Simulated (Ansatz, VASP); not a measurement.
# MoN2: VASP beside Ansatz

File INCAR:

```
ALGO = Normal
EDIFF = 1E-7
EDIFFG = -0.01
ENCUT = 600
GGA = PE
IBRION = 2
ISIF = 3
ISMEAR = -1
LASPH = True
LCHARG = False
LREAL = False
LWAVE = False
NELM = 80
NSW = 60
PREC = Accurate
SIGMA = 0.05
```

KPOINTS

```
k-points
0
Gamma
  6 6 10
```

File POSCAR:

```
MoN2
1.0
    4.3480530000      0.0000000000      0.0000000000
    0.0000000000      4.3480530000      0.0000000000
    0.0000000000      0.0000000000      2.7674600000
Mo N
2 4
Direct
    0.0000000000      0.0000000000      0.0000000000
    0.5000000000      0.5000000000      0.0000000000
    0.6116470000      0.8883530000      0.5000000000
    0.3883530000      0.1116470000      0.5000000000
    0.1116470000      0.6116470000      0.5000000000
    0.8883530000      0.3883530000      0.5000000000
```

The input input.yaml:

```yaml
crystal:
  lattice:
    - [4.348053, 0.0, 0.0]
    - [0.0, 4.348053, 0.0]
    - [0.0, 0.0, 2.76746]
  atoms:
    - { symbol: Mo, position: [0.0, 0.0, 0.0] }
    - { symbol: Mo, position: [0.5, 0.5, 0.0] }
    - { symbol: "N", position: [0.611647, 0.888353, 0.5] }
    - { symbol: "N", position: [0.388353, 0.111647, 0.5] }
    - { symbol: "N", position: [0.111647, 0.611647, 0.5] }
    - { symbol: "N", position: [0.888353, 0.388353, 0.5] }
hamiltonian:
  xc: pbe
  pseudopotentials: { kind: paw }
kpoints:
  mp_grid: { grid: [6, 6, 10] }
scf:
  occupations: { method: fermi_dirac, width: 0.05 }
output:
  forces: true
  stress: true
  eigenvalues: true
relax:
  f_tol: 0.01
  max_steps: 40
  cell: { stress_tol: 0.05 }
```

Alike in both runs: task relaxation of cell and atoms; functional PBE; k mesh 6 × 6 × 10; occupations fermi-dirac, width 0.05 eV; no spin polarisation.

|  | VASP | Ansatz |
| --- | --- | --- |
| version | VASP 6.6.1 | Ansatz 0.2.0 |
| potentials or method | VASP PAW PBE potentials, release 64 (Mo_sv, N) | Ansatz PAW |
| plane-wave cutoff (eV) | 600 | 420 |
| valence electrons in the cell | 48 | 48 |

VASP gave:

- gap on the k mesh at the Fermi level, each at its own relaxed structure (eV): none
- relaxed volume (Å³/atom): 8.62
- relaxed cell length with the largest relative difference (Å): 4.334

Question: Estimate Ansatz's values.

Answer: gap on the k mesh at the Fermi level, each at its own relaxed structure (eV): none; relaxed volume (Å³/atom): 8.61; relaxed cell length with the largest relative difference (Å): 4.333.

A gap of «none» marks a metal or a gap that the smearing closes.

Noted on Ansatz's run: the plane-wave basis is chosen anew once the cell has moved, so the energies of steps on either side of that aren't comparable.
